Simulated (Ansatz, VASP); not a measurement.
Ba: VASP beside Ansatz

Contents of INCAR:

```
SYSTEM = Ba
ALGO = Fast
EDIFF = 1E-6
ENCUT = 520
GGA = PS
ISIF = 2
ISMEAR = -1
LASPH = .TRUE.
LCHARG = .FALSE.
LREAL = .FALSE.
LWAVE = .FALSE.
NBANDS = 11
NELM = 80
PREC = Accurate
SIGMA = 0.05
```

The input KPOINTS:

```
k-points
0
G
  6 6 6
  0 0 0
```

POSCAR

```
Ba
1.0
   -2.5065000000      2.5065000000      2.5065000000
    2.5065000000     -2.5065000000      2.5065000000
    2.5065000000      2.5065000000     -2.5065000000
Ba
1
Direct
    0.0000000000      0.0000000000      0.0000000000
```

The input input.yaml:

```yaml
crystal:
  lattice:
    - [-2.5065, 2.5065, 2.5065]
    - [2.5065, -2.5065, 2.5065]
    - [2.5065, 2.5065, -2.5065]
  atoms:
    - { symbol: Ba, position: [0.0, 0.0, 0.0] }
kpoints:
  mp_grid: { grid: [6, 6, 6] }
  band_path:
    path:
      - [0.0, 0.0, 0.0]
      - [0.5, -0.5, 0.5]
      - [0.0, 0.0, 0.5]
      - [0.0, 0.0, 0.0]
      - [0.25, 0.25, 0.25]
      - [0.5, -0.5, 0.5]
    npoints: 12
scf:
  occupations: { method: fermi_dirac, width: 0.05 }
hamiltonian:
  xc: pbesol
  pseudopotentials: { kind: all_electron, lapw: { basis_error: 0.001 } }
output:
  forces: true
  stress: true
  eigenvalues: true
```

Alike in both runs: functional PBEsol; k mesh 6 × 6 × 6; occupations fermi-dirac, width 0.05 eV; no spin polarisation.

|  | VASP | Ansatz |
| --- | --- | --- |
| version | VASP 6.6.1 | Ansatz 0.2.0 |
| potentials or method | VASP PAW PBE potentials, release 64 (Ba_sv), cutoff 520 eV | all-electron LAPW, scalar-relativistic |
| task | single point | band structure |

VASP gave:

- gap on the k mesh at the Fermi level (eV): none
- pressure (GPa): -0.5

Task: Estimate Ansatz's values.

Result: gap on the k mesh at the Fermi level (eV): none; pressure (GPa): -0.6.

VASP's potentials were made for PBE, not for PBEsol. A gap of «none» marks a metal or a gap that the smearing closes. Ansatz ran all-electron here, and VASP with PAW potentials.

Neither program's run includes spin-orbit coupling. Noted on Ansatz's run: the k mesh is thin for a metal, which can move the energy by tens of meV per atom.
